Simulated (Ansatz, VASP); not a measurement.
# Yb: VASP beside Ansatz

Contents of INCAR:

```
  ALGO = Normal
  EDIFF = 1E-6
  ENCUT = 520
  GGA = PE
  ISIF = 2
  ISMEAR = -1
  LASPH = T
  LCHARG = F
  LREAL = F
  LWAVE = F
  NBANDS = 18
  NELM = 80
  PREC = Accurate
  SIGMA = 0.08
```

KPOINTS

```
k-points
0
Gamma
  14 14 14
```

POSCAR

```
Yb
1.0
   -1.5734197039      1.5734197039      1.5734197039
    1.5734197039     -1.5734197039      1.5734197039
    1.5734197039      1.5734197039     -1.5734197039
Yb
1
Direct
    0.0000000000      0.0000000000      0.0000000000
```

Input for Ansatz:

```yaml
crystal:
  lattice:
    - [-1.5734197039, 1.5734197039, 1.5734197039]
    - [1.5734197039, -1.5734197039, 1.5734197039]
    - [1.5734197039, 1.5734197039, -1.5734197039]
  atoms:
    - { symbol: Yb, position: [0.0, 0.0, 0.0] }
kpoints:
  mp_grid: { grid: [14, 14, 14] }
scf:
  occupations: { method: fermi_dirac, width: 0.08 }
hamiltonian:
  xc: pbe
  pseudopotentials: { kind: paw }
output:
  forces: true
  stress: true
  eigenvalues: true
  populations: true
```

Change from the starting cell: volume scaled by 0.45, PAW files.

Alike in both runs: task single point; functional PBE; k mesh 14 × 14 × 14; occupations fermi-dirac, width 0.08 eV; no spin polarisation.

```csv
,VASP,Ansatz
version,VASP 6.6.1,Ansatz 0.2.0
potentials or method,"VASP PAW PBE potentials, release 64 (Yb)","PAW with Ansatz's default frozen-core files, scalar-relativistic"
plane-wave cutoff (eV),520,420
valence electrons in the cell,24,24
```

```tsv
	VASP	Ansatz	Ansatz less VASP
pressure (GPa)	72.5	72.1	-0.35
```

Both programs put the cell under a high pressure, so it lies far from rest at this level.

Spin-orbit coupling is off throughout. Noted on VASP's run: the cell as given lies far from equilibrium.
